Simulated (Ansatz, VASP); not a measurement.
**One calculation of SiC, two programs**

```xyz
12
Lattice="3.0950 0.0000 0.0000 -1.5475 2.6803 0.0000 0.0000 0.0000 15.1866" Properties=species:S:1:pos:R:3 pbc="T T T"
Si    0.0000    1.7869   12.6503
Si    1.5475    0.8934    5.0570
Si    1.5475    0.8934   10.1219
Si    0.0000    1.7869    2.5286
Si    0.0000    0.0000    7.5891
Si    0.0000    0.0000   15.1824
C     0.0000    0.0000   13.2787
C     0.0000    0.0000    5.6854
C     0.0000    1.7869   10.7521
C     1.5475    0.8934    3.1588
C     1.5475    0.8934    8.2237
C     0.0000    1.7869    0.6304
```

Alike in both runs: functional PBE; k mesh 12 × 12 × 2; occupations gaussian, width 0.02 eV; no spin polarisation.

Ansatz relaxed the structure, and its values are those at the end. VASP's run is a single point on that final structure, the one shown.

```csv
,VASP,Ansatz
version,VASP 6.6.1,Ansatz 0.2.0
potentials or method,"VASP PAW PBE potentials, release 64 (Si, C), cutoff 520 eV","scalar-relativistic, plane waves, PAW"
valence electrons in the cell,48,48
```

|  | VASP | Ansatz | Ansatz less VASP |
| --- | --- | --- | --- |
| gap on the k mesh at the Fermi level (eV) | 2.03 | 2.03 | +0.002 |
| least direct gap on the mesh (eV) | 3.12 | 3.13 | +0.002 |
| pressure (GPa) | 0.0 | 0.0 | +0.05 |
